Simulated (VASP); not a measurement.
# FeO (Fm-3m) in VASP: a series of runs

Runs on FeO. Level: PBE+U. Tasks: single point.

All numbers are computed with VASP 6.6.1; they aren't measurements. Logs are shortened: lines on timing, memory, paths and dates and some standing lists are left out, and cuts for length are marked.

## Step 1: The cell of the first run

It takes space group Fm-3m (No. 225, cubic). Conventional cell: a = 4.311 Å, b = 4.311 Å, c = 4.311 Å, α = 90.00°, β = 90.00°, γ = 90.00°. Fe (site symmetry m-3m) has 6 O at 2.16 Å within 2.9 Å. Within 2.9 Å of O (site symmetry m-3m) lie 6 Fe at 2.16 Å.

## Step 2: Single point, PBE+U, collinear spin, ferromagnetic start

INCAR reads:

```
SYSTEM = FeO
ALGO = Normal
EDIFF = 1E-6
ENCUT = 600
GGA = PE
GGA_COMPAT = .False.
ISIF = 2
ISMEAR = 0
ISPIN = 2
LASPH = .True.
LCHARG = .False.
LDAU = .True.
LDAUJ = 0 0
LDAUL = 2 -1
LDAUPRINT = 1
LDAUTYPE = 2
LDAUU = 8 0
LMAXMIX = 4
LORBIT = 11
LREAL = .False.
LWAVE = .False.
MAGMOM = 4.03 4.03 0.32 0.32
NBANDS = 26
NELM = 200
NUPDOWN = 8.8
PREC = Accurate
SIGMA = 0.05
```

KPOINTS reads:

```
k-points
0
Gamma
  8 8 8
  0 0 0
```

POSCAR reads:

```
FeO
1.0
    0.0000000000      2.1554001600      2.1554001600
    4.3108003200      2.1554001600      2.1554001600
    4.3108003200      4.3108003200      0.0000000000
Fe O
2 2
Direct
    0.0000000000      0.0000000000      0.0000000000
    0.0000000000      0.0000000000      0.5000000000
    0.5000000000      0.5000000000      0.0000000000
    0.5000000000      0.5000000000      0.5000000000
```

Potentials or basis: VASP PAW PBE potentials, release 64 (Fe, O).

Run with:

```
cat potpaw_PBE.64/Fe/POTCAR potpaw_PBE.64/O/POTCAR > POTCAR
mpirun -np 1 vasp_std > vasp.out
```

OUTCAR:

```text
SYSTEM = FeO
   EDIFF = 1E-6
   ENCUT = 600
   GGA = PE
   ISIF = 2
   ISMEAR = 0
   ISPIN = 2
   LASPH = .True.
   LORBIT = 11
   LREAL = .False.
   NELM = 200
   NUPDOWN = 8.8
   PREC = Accurate

 ion  position               nearest neighbor table
   1  0.000  0.000  0.000-   4 2.16   3 2.16   4 2.16   3 2.16   4 2.16   4 2.16   2 3.05   2 3.05
                             2 3.05   2 3.05   2 3.05   2 3.05   2 3.05   2 3.05
   2  0.000  0.000  0.500-   3 2.16   3 2.16   4 2.16   4 2.16   3 2.16   3 2.16   1 3.05   1 3.05
                             1 3.05   1 3.05   1 3.05   1 3.05   1 3.05   1 3.05
   3  0.500  0.500  0.000-   2 2.16   1 2.16   2 2.16   1 2.16   2 2.16   2 2.16
   4  0.500  0.500  0.500-   1 2.16   1 2.16   2 2.16   2 2.16   1 2.16   1 2.16

  LATTYP: Found a simple tetragonal cell.
 ALAT       =     3.0481961386
 C/A-ratio  =     1.4142135624

  Lattice vectors:

 A1 = (   0.0000000000,  -2.1554001600,   2.1554001600)
 A2 = (   0.0000000000,  -2.1554001600,  -2.1554001600)
 A3 = (   4.3108003200,   0.0000000000,   0.0000000000)

Analysis of symmetry for initial positions (statically):
=====================================================================
 Subroutine PRICEL returns following result:

  LATTYP: Found a face centered cubic cell.
 ALAT       =     4.3108003200
[... 12 lines left out ...]
 Subroutine GETGRP returns: Found 16 space group operations
 (whereof 16 operations were pure point group operations)
 out of a pool of 16 trial point group operations.

The static configuration has the point symmetry D_4h.

Analysis of symmetry for dynamics (positions and initial velocities):
=====================================================================
 Subroutine PRICEL returns following result:

  LATTYP: Found a face centered cubic cell.
 ALAT       =     4.3108003200
[... 12 lines left out ...]
 Subroutine GETGRP returns: Found 16 space group operations
 (whereof 16 operations were pure point group operations)
 out of a pool of 16 trial point group operations.

The dynamic configuration has the point symmetry D_4h.

Analysis of structural, dynamic, and magnetic symmetry:
=====================================================================
 Subroutine PRICEL returns following result:

  LATTYP: Found a face centered cubic cell.
 ALAT       =     4.3108003200
[... 12 lines left out ...]
 Subroutine GETGRP returns: Found 16 space group operations
 (whereof 16 operations were pure point group operations)
 out of a pool of 16 trial point group operations.

The overall configuration has the point symmetry D_4h.

 Subroutine INISYM returns: Found 16 space group operations
 (whereof 16 operations are pure point group operations),
 and found     2 'primitive' translations

----------------------------------------------------------------------------------------

                                     Primitive cell

  volume of cell :      20.0269

  direct lattice vectors                    reciprocal lattice vectors
    -2.155400160  2.155400160  0.000000000    -0.231975486  0.231975486 -0.231975486
    -2.155400160  0.000000000  2.155400160    -0.231975486 -0.231975486  0.231975486
     0.000000000  2.155400160  2.155400160     0.231975486  0.231975486  0.231975486

  length of vectors
     3.048196139  3.048196139  3.048196139     0.401793328  0.401793328  0.401793328

  position of ions in fractional coordinates (direct lattice)
     0.000000000  0.000000000  0.000000000
     0.500000000  0.500000000  0.500000000

  ion indices of the primitive-cell ions
   primitive index   ion index
                 1           1
                 2           3

----------------------------------------------------------------------------------------

 KPOINTS: k-points

Automatic generation of k-mesh.
 Grid dimensions read from file:
 generate k-points for:    8    8    8

 Generating k-lattice:

  Cartesian coordinates                     Fractional coordinates (reciprocal lattice)
    -0.028996936  0.028996936  0.028996936     0.125000000  0.000000000  0.000000000
[... 80 lines left out ...]
  volume/ion in A,a.u.               =      10.01        67.57
  Fermi-wavevector in a.u.,A,eV,Ry     =   1.452935  2.745650 28.722183  2.111021
  Thomas-Fermi vector in A             =   2.570260
   LORBIT       =     11    0 simple, 1 ext, 2 COOP (PROOUT), +10 PAW based schemes
 LDA+U is selected, type is set to LDAUTYPE =  2
   angular momentum for each species LDAUL =     2   -1
   U (eV)           for each species LDAUU =   8.0  0.0
   J (eV)           for each species LDAUJ =   0.0  0.0
   GGA     = PE    functional components
   LHFCALC =     F    Hartree Fock is set to
   AEXX    =    0.0000 exact exchange contribution
   IVDW    =     0    specifies the selected vdW correction
   LEPSILON=     F    determine dielectric tensor
   LRPA    =     F    only Hartree local field effects (RPA)
 spin polarized calculation
 Gauss-broadening in eV      SIGMA  =   0.05
  energy-cutoff  :      600.00
  volume of cell :       40.05
 maximum number of plane-waves:      1384
   NGX = 13   NGY = 21   NGZ = 25

atom =   1  type =  1  l = 2

 onsite density matrix

spin component  1

  0.9858 -0.0000 -0.0000  0.0000 -0.0000
 -0.0000  0.9858  0.0000  0.0000 -0.0000
 -0.0000  0.0000  1.0522 -0.0000 -0.0001
  0.0000  0.0000 -0.0000  0.9858 -0.0000
 -0.0000 -0.0000 -0.0001 -0.0000  1.0524

spin component  2

  0.2484 -0.0000 -0.0000  0.0000 -0.0000
 -0.0000  0.2565 -0.0000  0.0000 -0.0000
 -0.0000 -0.0000  0.0909  0.0000 -0.0001
  0.0000  0.0000  0.0000  0.2484  0.0000
 -0.0000 -0.0000 -0.0001  0.0000  0.0910

 occupancies and eigenvectors

  o =  0.0909  v =  0.0000  0.0000  0.0000  0.0000  0.0000  0.0000  0.0000  0.8660 -0.0000  0.5000      0.0000  0.0000  0.0000  0.0000  0.0000  0.0000  0.0000  0.0000  0.0000  0.0000
  o =  0.0911  v =  0.0000  0.0000  0.0000  0.0000  0.0000  0.0000  0.0000 -0.5000 -0.0000  0.8660      0.0000  0.0000  0.0000  0.0000  0.0000  0.0000  0.0000  0.0000  0.0000  0.0000
  o =  0.2484  v =  0.0000  0.0000  0.0000  0.0000  0.0000  0.0000 -0.0000  0.0000 -1.0000 -0.0000      0.0000  0.0000  0.0000  0.0000  0.0000  0.0000  0.0000  0.0000  0.0000  0.0000
  o =  0.2484  v =  0.0000  0.0000  0.0000  0.0000  0.0000  1.0000  0.0000  0.0000  0.0000  0.0000      0.0000  0.0000  0.0000  0.0000  0.0000  0.0000  0.0000  0.0000  0.0000  0.0000
  o =  0.2565  v =  0.0000  0.0000  0.0000  0.0000  0.0000  0.0000 -1.0000  0.0000  0.0000  0.0000      0.0000  0.0000  0.0000  0.0000  0.0000  0.0000  0.0000  0.0000  0.0000  0.0000
  o =  0.9858  v =  1.0000  0.0000  0.0000  0.0000  0.0000  0.0000  0.0000  0.0000  0.0000  0.0000      0.0000  0.0000  0.0000  0.0000  0.0000  0.0000  0.0000  0.0000  0.0000  0.0000
  o =  0.9858  v =  0.0000  0.0000 -0.0000 -1.0000  0.0000  0.0000  0.0000  0.0000  0.0000  0.0000      0.0000  0.0000  0.0000  0.0000  0.0000  0.0000  0.0000  0.0000  0.0000  0.0000
  o =  0.9858  v =  0.0000 -1.0000  0.0000 -0.0000  0.0000  0.0000  0.0000  0.0000  0.0000  0.0000      0.0000  0.0000  0.0000  0.0000  0.0000  0.0000  0.0000  0.0000  0.0000  0.0000
  o =  1.0522  v =  0.0000  0.0000  0.8660 -0.0000  0.5000  0.0000  0.0000  0.0000  0.0000  0.0000      0.0000  0.0000  0.0000  0.0000  0.0000  0.0000  0.0000  0.0000  0.0000  0.0000
  o =  1.0524  v =  0.0000  0.0000 -0.5000  0.0000  0.8660  0.0000  0.0000  0.0000  0.0000  0.0000      0.0000  0.0000  0.0000  0.0000  0.0000  0.0000  0.0000  0.0000  0.0000  0.0000

atom =   2  type =  1  l = 2

 onsite density matrix

spin component  1

  0.9858  0.0000  0.0000  0.0000 -0.0000
  0.0000  0.9858  0.0000  0.0000 -0.0000
  0.0000  0.0000  1.0522 -0.0000 -0.0001
  0.0000  0.0000 -0.0000  0.9858  0.0000
 -0.0000 -0.0000 -0.0001  0.0000  1.0524

spin component  2

  0.2484  0.0000 -0.0000 -0.0000  0.0000
  0.0000  0.2565 -0.0000 -0.0000 -0.0000
 -0.0000 -0.0000  0.0909  0.0000 -0.0001
 -0.0000 -0.0000  0.0000  0.2484 -0.0000
  0.0000 -0.0000 -0.0001 -0.0000  0.0910

 occupancies and eigenvectors

  o =  0.0909  v =  0.0000  0.0000  0.0000  0.0000  0.0000  0.0000 -0.0000 -0.8660  0.0000 -0.5000      0.0000  0.0000  0.0000  0.0000  0.0000  0.0000  0.0000  0.0000  0.0000  0.0000
  o =  0.0911  v =  0.0000  0.0000  0.0000  0.0000  0.0000  0.0000 -0.0000  0.5000 -0.0000 -0.8660      0.0000  0.0000  0.0000  0.0000  0.0000  0.0000  0.0000  0.0000  0.0000  0.0000
  o =  0.2484  v =  0.0000  0.0000  0.0000  0.0000  0.0000  0.0000  0.0000 -0.0000 -1.0000  0.0000      0.0000  0.0000  0.0000  0.0000  0.0000  0.0000  0.0000  0.0000  0.0000  0.0000
  o =  0.2484  v =  0.0000  0.0000  0.0000  0.0000  0.0000  1.0000  0.0000  0.0000  0.0000  0.0000      0.0000  0.0000  0.0000  0.0000  0.0000  0.0000  0.0000  0.0000  0.0000  0.0000
  o =  0.2565  v =  0.0000  0.0000  0.0000  0.0000  0.0000  0.0000 -1.0000  0.0000 -0.0000  0.0000      0.0000  0.0000  0.0000  0.0000  0.0000  0.0000  0.0000  0.0000  0.0000  0.0000
  o =  0.9858  v =  1.0000  0.0000  0.0000  0.0000  0.0000  0.0000  0.0000  0.0000  0.0000  0.0000      0.0000  0.0000  0.0000  0.0000  0.0000  0.0000  0.0000  0.0000  0.0000  0.0000
  o =  0.9858  v =  0.0000  0.0000 -0.0000 -1.0000 -0.0000  0.0000  0.0000  0.0000  0.0000  0.0000      0.0000  0.0000  0.0000  0.0000  0.0000  0.0000  0.0000  0.0000  0.0000  0.0000
  o =  0.9858  v =  0.0000 -1.0000 -0.0000 -0.0000 -0.0000  0.0000  0.0000  0.0000  0.0000  0.0000      0.0000  0.0000  0.0000  0.0000  0.0000  0.0000  0.0000  0.0000  0.0000  0.0000
  o =  1.0522  v =  0.0000  0.0000 -0.8660  0.0000 -0.5000  0.0000  0.0000  0.0000  0.0000  0.0000      0.0000  0.0000  0.0000  0.0000  0.0000  0.0000  0.0000  0.0000  0.0000  0.0000
  o =  1.0524  v =  0.0000  0.0000  0.5000  0.0000 -0.8660  0.0000  0.0000  0.0000  0.0000  0.0000      0.0000  0.0000  0.0000  0.0000  0.0000  0.0000  0.0000  0.0000  0.0000  0.0000

 number of electron      28.0000000 magnetization       8.8000001

 Free energy of the ion-electron system (eV)
  ---------------------------------------------------
  ext. energy  EPLUGINS =         0.00000000
  ---------------------------------------------------
  free energy    TOTEN  =       -21.82202608 eV

  energy without entropy =      -21.81966643  energy(sigma->0) =      -21.82084625

 E-fermi :   7.1051     XC(G=0): -12.1955

 val. band max:       10.1733236078   @ k =   0.5000   0.0000   0.0000
 cond. band min:       7.1211943539   @ k =   0.2500   0.0000   0.0000
 fundamental gap:     -3.0521292539
 Fermi energy:        10.2971554586

 spin component 1

 k-point     1 :       0.0000    0.0000    0.0000
  band No.  band energies     occupation
      1     -14.1303      1.00000
      2     -13.3374      1.00000
      3      -3.1669      1.00000
      4      -3.0158      1.00000
      5      -3.0058      1.00000
      6      -2.7099      1.00000
[... 1385 lines left out ...]
     25      20.5946      0.00000
     26      22.3162      0.00000

 [... further k-points ...]

------------------------ aborting loop because EDIFF is reached ----------------------------------------

  FORCE on cell =-STRESS in cart. coord.  units (eV):
  Direction    XX          YY          ZZ          XY          YZ          ZX
  --------------------------------------------------------------------------------------
  -------------------------------------------------------------------------------------
  Total        1.3191084      1.3029157      1.3029157      0.0000000     -0.0000000     -0.0000000
  in kB       52.7651705     52.1174539     52.1174539      0.0000000     -0.0000000     -0.0000000
  external PRESSURE =      52.3333595 kB  Pullay stress =       0.0000000 kB

 VOLUME and BASIS-vectors are now :
 -----------------------------------------------------------------------------
  energy-cutoff  :      600.00
  volume of cell :       40.05
      direct lattice vectors                 reciprocal lattice vectors
     0.000000000  2.155400160  2.155400160    -0.231975486  0.231975486  0.231975486
     4.310800320  2.155400160  2.155400160     0.231975486 -0.231975486  0.231975486
     4.310800320  4.310800320  0.000000000     0.000000000  0.231975486 -0.231975486

 POSITION                                       TOTAL-FORCE (eV/Angst)
 -----------------------------------------------------------------------------------
      0.00000      0.00000      0.00000         0.000000      0.000000     -0.000000
      2.15540      2.15540      0.00000         0.000000      0.000000     -0.000000
      2.15540      2.15540      2.15540        -0.000000     -0.000000     -0.000000
      4.31080      4.31080      2.15540        -0.000000     -0.000000      0.000000
 -----------------------------------------------------------------------------------
    total drift:                               -0.000000     -0.000000     -0.000000

  FREE ENERGIE OF THE ION-ELECTRON SYSTEM (eV)
  ---------------------------------------------------
  free  energy   TOTEN  =       -21.8220260774 eV

  energy  without entropy=      -21.8196664256  energy(sigma->0) =      -21.82084625

 total charge

# of ion       s       p       d       tot
------------------------------------------
    1        0.342   0.399   5.972   6.714
    2        0.342   0.399   5.972   6.714
    3        1.570   3.457   0.000   5.027
    4        1.570   3.457   0.000   5.027
--------------------------------------------------
tot          3.825   7.712  11.944  23.481

 magnetization (x)

# of ion       s       p       d       tot
------------------------------------------
    1        0.068   0.041   4.115   4.225
    2        0.068   0.041   4.115   4.225
    3        0.042   0.169   0.000   0.211
    4        0.042   0.169   0.000   0.211
--------------------------------------------------
tot          0.221   0.420   8.231   8.872
```

It took 9 min on 1 thread of Oxide Virtual Turin-like, shared host; peak memory 0.31 GiB.

What came out:

| Item | Value |
| --- | --- |
| Free energy | -21.8220 eV |
| Pressure | 5.2 GPa |
| Net moment | 8.80 μB per cell |
| Site moments | Fe +4.22; O +0.21 μB |
| Valence electrons inside the program's atomic spheres | Fe 6.71; O 5.03 |

Eigenvalues of the final occupation matrices:
```csv
site,spin,trace,eigenvalues
site 1 d,1,5.06,0.99 0.99 0.99 1.05 1.05
site 1 d,2,0.94,0.09 0.09 0.25 0.25 0.26
site 2 d,1,5.06,0.99 0.99 0.99 1.05 1.05
site 2 d,2,0.94,0.09 0.09 0.25 0.25 0.26
```

Caveat: the cell stands under pressure; the total moment is fixed, so each spin has its own Fermi level and the state may be an excited one; the run started ferromagnetic, and an antiferromagnetic order may lie lower in energy. The state reached can hang on the start; a lower one may exist.

## Step 3: Single point, PBE+U, collinear spin, ferromagnetic start

INCAR reads:

```
PREC = Accurate
ENCUT = 600
EDIFF = 1E-6
ISMEAR = 0
SIGMA = 0.05
LREAL = False
LASPH = True
NELM = 200
ALGO = Normal
ISIF = 2
LWAVE = False
LCHARG = False
ISPIN = 2
MAGMOM = 3.52 3.52 0.13 0.13
LORBIT = 11
LMAXMIX = 4
LDAU = True
LDAUTYPE = 2
LDAUL = 2 -1
LDAUU = 8 0
LDAUJ = 0 0
LDAUPRINT = 1
GGA = PE
NBANDS = 26
GGA_COMPAT = False
```

KPOINTS reads:

```
regular mesh
0
Gamma
  8 8 8
```

POSCAR is that of step 2.

Potentials or basis: VASP PAW PBE potentials, release 64 (Fe, O).

Run with:

```
cat potpaw_PBE.64/Fe/POTCAR potpaw_PBE.64/O/POTCAR > POTCAR
mpirun -np 1 vasp_std > vasp.out
```

Wall time 7.9 min (1 thread of Oxide Virtual Turin-like, shared host); peak memory 0.31 GiB.

The run converged. Its results:

- Free energy: -22.6466 eV
- Pressure: -3.2 GPa
- Band gap on the k mesh: zero (filled and empty bands overlap)
- Net moment: 8.03 μB per cell
- Site moments: Fe +4.02; O +0.12 μB
- Valence electrons inside the program's atomic spheres: Fe 6.78; O 5.02

Stress tensor (GPa, compression positive):
```
-3.10  0.00  0.00
 0.00 -3.21  0.00
 0.00  0.00 -3.21
```

Levels at points of the mesh, in eV from the Fermi level:
Spin up:
| k point | band 16 | band 17 | band 18 | band 19 | band 20 | band 21 |
| --- | --- | --- | --- | --- | --- | --- |
| (0.00, 0.00, 0.00) | -4.41 | -4.41 | -4.41 | -0.80 | 4.11 | 7.20 |
| (0.50, 0.00, 0.00) | -3.13 | -3.13 | -3.13 | 3.18 | 3.18 | 7.41 |
| (0.50, 0.50, 0.00) | -5.63 | -5.62 | -5.62 | 4.11 | 4.11 | 7.19 |
| (0.00, 0.00, 0.50) | -5.26 | -3.26 | -3.26 | 4.50 | 4.50 | 7.76 |
| (0.50, 0.00, 0.50) | -6.28 | -4.89 | -4.89 | 6.33 | 6.33 | 7.51 |
| (0.00, 0.50, 0.50) | -4.75 | -4.75 | -4.75 | 2.86 | 2.86 | 8.64 |
Spin down:
```
           k point  band 6  band 7  band 8  band 9  band 10  band 11  band 12  band 13  band 14  band 15
(0.00, 0.00, 0.00)   -4.17   -4.17   -4.17   -2.20    -0.71    -0.69    -0.69    -0.16     0.83     0.83
(0.50, 0.00, 0.00)   -5.41   -5.41   -5.41    0.47     0.47     0.49     0.49     0.54     0.54     3.49
(0.50, 0.50, 0.00)   -5.36   -5.36   -5.36   -2.18    -2.18     0.80     0.80     0.83     0.83     2.63
(0.00, 0.00, 0.50)   -6.26   -5.30   -5.30    0.14     0.14     0.19     0.19     0.47     0.47     2.54
(0.50, 0.00, 0.50)   -6.99   -6.10   -6.10   -0.10    -0.10    -0.10    -0.10     0.80     0.80     2.84
(0.00, 0.50, 0.50)   -4.96   -4.96   -4.96   -1.50    -1.50     0.44     0.44     0.44     0.44     1.86
```

Eigenvalues of the final occupation matrices:
```csv
site,spin,trace,eigenvalues
site 1 d,1,5.06,0.99 0.99 0.99 1.05 1.05
site 1 d,2,1.07,0.08 0.08 0.30 0.30 0.31
site 2 d,1,5.06,0.99 0.99 0.99 1.05 1.05
site 2 d,2,1.07,0.08 0.08 0.30 0.30 0.31
```

Caveat: the cell stands under tension; the run started ferromagnetic, and an antiferromagnetic order may lie lower in energy. The state reached can hang on the start; a lower one may exist.
